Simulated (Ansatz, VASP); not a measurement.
# One calculation of TiC, two programs

```
Ti C
1.0
     0.00000    2.14669    2.14669
     2.14669    0.00000    2.14669
     2.14669    2.14669    0.00000
Ti C
1 1
Direct
  0.00000 0.00000 0.00000
  0.57279 0.57279 0.42721
```

Change from the starting cell: all C atoms moved +0.312 Å, as atom 2 along Cartesian [0 0 1].

Alike in both runs: task single point; functional PBEsol; k mesh 24 × 24 × 24; occupations gaussian, width 0.15 eV; no spin polarisation.

```csv
,VASP,Ansatz
version,VASP 6.6.1,Ansatz 0.2.0
potentials or method,"VASP PAW PBE potentials, release 64 (Ti_sv, C), cutoff 520 eV","scalar-relativistic, plane waves, PAW"
valence electrons in the cell,16,16
```

Ansatz gave:

* gap on the k mesh at the Fermi level (eV): none
* pressure (GPa): 13.4
* traceless stress, the component that is largest in VASP (GPa): 25.02
* rms of the force components (eV/Å): 2.339

Question: What did VASP give for the same quantities?

Answer: gap on the k mesh at the Fermi level (eV): none; pressure (GPa): 13.7; traceless stress, the component that is largest in VASP (GPa): 25.29; rms of the force components (eV/Å): 2.356.

VASP's potentials were made for PBE, not for PBEsol. Atom by atom the forces differ by 0.016 eV/Å (rms over components). A gap of «none» marks a metal or a gap that the smearing closes.
